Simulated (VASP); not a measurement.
A run of VASP 6.6.1 is set up as follows.

File POSCAR:

```
TePb
1.0
    0.0000000000      3.1831548291      3.1831548291
    3.1831548291      0.0000000000      3.1831548291
    3.1831548291      3.1831548291      0.0000000000
Te Pb
1 1
Direct
    0.5000000000      0.5000000000      0.5000000000
    0.0000000000      0.0000000000      0.0000000000
```

File INCAR.step1:

```
  ALGO = Normal
  EDIFF = 1E-4
  ENCUT = 520
  GGA = PE
  ISMEAR = 0
  LASPH = True
  LCHARG = False
  LREAL = False
  LWAVE = True
  NBANDS = 17
  NELM = 60
  PREC = Accurate
  SIGMA = 0.01
```

File INCAR.step2:

```
  ALGO = Normal
  EDIFF = 1E-7
  ENCUT = 520
  ISIF = 2
  ISMEAR = 0
  ISTART = 1
  LASPH = True
  LCHARG = False
  LMIXTAU = True
  LREAL = False
  LWAVE = False
  METAGGA = R2SCAN
  NBANDS = 17
  NELM = 60
  PREC = Accurate
  SIGMA = 0.01
```

Contents of KPOINTS:

```
k-points
0
Gamma
  6 6 6
```

Potentials or basis: VASP PAW PBE potentials, release 64 (Te, Pb_d).

Run with:

```sh
$ cat potpaw_PBE.64/Te/POTCAR potpaw_PBE.64/Pb_d/POTCAR > POTCAR
$ cp INCAR.step1 INCAR
$ mpirun -np 1 vasp_std > vasp.out
$ cp INCAR.step2 INCAR
$ mpirun -np 1 vasp_std > vasp.out
```

Q: Predict the pressure.

A: 4.0 GPa.

Q: What does it give for the band gap on the k mesh?

A: 0.91 eV.

Caveat: the cell stands under pressure; the PAW data sets were made with another functional, which shifts forces and pressure a little; spin-orbit coupling is left out, which moves the levels of the heavy elements. A k mesh can miss the band edges.
